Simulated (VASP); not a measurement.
## SrO: single point with PBE

The system is SrO.

```
Sr O
1.0
     0.00000    2.56630    2.56630
     2.56630    0.00000    2.56630
     2.56630    2.56630    0.00000
Sr O
1 1
Direct
  0.50000 0.50000 0.50000
  0.00000 0.00000 0.00000
```

| Property | Result |
| --- | --- |
| Program | VASP 6.6.1 |
| Task | single point |
| Functional | PBE |
| Potentials or basis | VASP PAW PBE potentials, release 64 (Sr_sv, O) |
| Cutoff | 520 eV |
| k mesh | 9 × 9 × 9 |
| Occupations | gaussian, width 0.023 eV |
| Spin | no spin polarisation |

The pressure is 3.9 GPa and the band gap on the k mesh is 3.32 eV, indirect (least direct gap 3.41 eV).

Levels at points of the mesh, in eV from the valence-band top:
| k point | band 6 | band 7 | band 8 | band 9 | band 10 | band 11 |
| --- | --- | --- | --- | --- | --- | --- |
| (0.00, 0.00, 0.00) | 0.00 | 0.00 | 0.00 | 4.02 | 6.22 | 6.22 |

It took 8 s on 1 thread of Intel(R) Xeon(R) 6975P-C (Granite Rapids), with other jobs on the host, peak memory 0.16 GiB.

A k mesh can miss the band edges. PBE gaps usually lie below the measured ones, often by a third to a half.
